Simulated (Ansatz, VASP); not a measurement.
**Two plane-wave programs on Te**

```
CELL_PARAMETERS angstrom
-1.92657 1.92657 1.92657
1.92657 -1.92657 1.92657
1.92657 1.92657 -1.92657
ATOMIC_POSITIONS crystal
Te 0.00000 0.00000 0.00000
```

Alike in both runs: functional PBE; k mesh 14 × 14 × 14; occupations fermi-dirac, width 0.05 eV; no spin polarisation.

Ansatz relaxed the structure, and its values are those at the end. VASP's run is a single point on that final structure, the one shown.

|  | VASP | Ansatz |
| --- | --- | --- |
| version | VASP 6.6.1 | Ansatz 0.2.0 |
| potentials or method | VASP PAW PBE potentials, release 64 (Te) | PAW with Ansatz's default frozen-core files, scalar-relativistic |
| plane-wave cutoff (eV) | 520 | 420 |
| valence electrons in the cell | 6 | 16 |

Ansatz gave:

```
pressure (GPa) : 0.0
```

Question: Which values does VASP return?

Answer: Pressure (GPa): -0.1.

VASP's potentials hold 6 valence electrons a cell and Ansatz's 16, so a difference there can come from the potentials and not from the codes.

Spin-orbit coupling is off throughout.
